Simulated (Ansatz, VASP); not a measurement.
# LaCoPO: VASP beside Ansatz

```
La Co P O
1.0
     4.01228    0.00000    0.00000
     0.00000    4.01228    0.00000
     0.00000    0.00000    8.25494
La Co P O
2 2 2 2
Direct
  0.00000 0.50000 0.84792
  0.50000 0.00000 0.15208
  0.50000 0.50000 0.50000
  0.00000 0.00000 0.50000
  0.50000 0.00000 0.61878
  0.00000 0.50000 0.38122
  0.00000 0.00000 0.00000
  0.50000 0.50000 0.00000
```

Alike in both runs: task single point; functional PBE; k mesh 4 × 4 × 2; occupations gaussian, width 0.05 eV; collinear spin; Hubbard terms Co d U = 3.3 eV.

|  | VASP | Ansatz |
| --- | --- | --- |
| version | VASP 6.6.1 | Ansatz 0.2.0 |
| potentials or method | VASP PAW PBE potentials, release 64 (La, Co, P, O), cutoff 520 eV | scalar-relativistic, plane waves, PAW |
| valence electrons in the cell | 62 | 78 |

```csv
,VASP,Ansatz,Ansatz less VASP
gap on the k mesh at the Fermi level (eV),none,none,-
pressure (GPa),0.1,1.4,+1.31
"traceless stress, the component that is largest in VASP (GPa)",-0.08,-0.46,-0.384
rms of the force components (eV/Å),0.080,0.127,+0.0475
net moment per atom (μB),0.00,0.00,0.000
size of the moment on the site where the two differ most (μB),1.09,1.01,-0.078
```

Site moments also hang on the region over which each program counts them. The programs project onto different local orbitals, so the same U acts differently, and such runs can settle in different states. Atom by atom the forces differ by 0.049 eV/Å (rms over components). A gap of «none» marks a metal or a gap that the smearing closes. VASP's potentials hold 62 valence electrons a cell and Ansatz's 78, so a difference there can come from the potentials and not from the codes. Ansatz's warnings: filled band counts differ across k points, stability check not made.

The k mesh is coarse, so the values compare programs but aren't converged. Spin-orbit coupling is off throughout.
